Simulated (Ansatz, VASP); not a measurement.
**Ge: VASP beside Ansatz**

Contents of INCAR:

```
SYSTEM = Ge
PREC = Accurate
ENCUT = 520
EDIFF = 1E-6
ISMEAR = -1
SIGMA = 0.05
LREAL = .False.
LASPH = .True.
NELM = 100
ALGO = Normal
ISIF = 2
LWAVE = .False.
LCHARG = .False.
GGA = PE
NBANDS = 13
```

KPOINTS

```
regular mesh
0
Gamma
  13 13 13
  0 0 0
```

POSCAR

```
Ge
1.0
    2.6938715445      0.0000000000      0.0000000000
    0.0000000000      2.6938715445      0.0000000000
    0.0000000000      0.0000000000      2.6938715445
Ge
1
Direct
    0.0000000000      0.0000000000      0.0000000000
```

Input for Ansatz:

```yaml
crystal:
  lattice:
    - [2.6938715445, 0.0, 0.0]
    - [0.0, 2.6938715445, 0.0]
    - [0.0, 0.0, 2.6938715445]
  atoms:
    - { symbol: Ge, position: [0.0, 0.0, 0.0] }
kpoints:
  mp_grid: { grid: [13, 13, 13] }
scf:
  occupations: { method: fermi_dirac, width: 0.05 }
hamiltonian:
  xc: pbe
  pseudopotentials: { kind: all_electron, lapw: { basis_error: 0.00025 } }
output:
  forces: true
  stress: true
  eigenvalues: true
```

Change from the starting cell: volume scaled by 0.98.

Alike in both runs: task single point; functional PBE; k mesh 13 × 13 × 13; occupations fermi-dirac, width 0.05 eV; no spin polarisation.

|  | VASP | Ansatz |
| --- | --- | --- |
| version | VASP 6.6.1 | Ansatz 0.2.0 |
| potentials or method | VASP PAW PBE potentials, release 64 (Ge_d), cutoff 520 eV | all-electron LAPW, scalar-relativistic |

Ansatz gave:

| Quantity | Value |
| --- | --- |
| pressure (GPa) | 1.5 |

**Question.** Estimate VASP's values.

**Answer.** Pressure (GPa): 1.3.

Ansatz ran all-electron here, and VASP with PAW potentials.
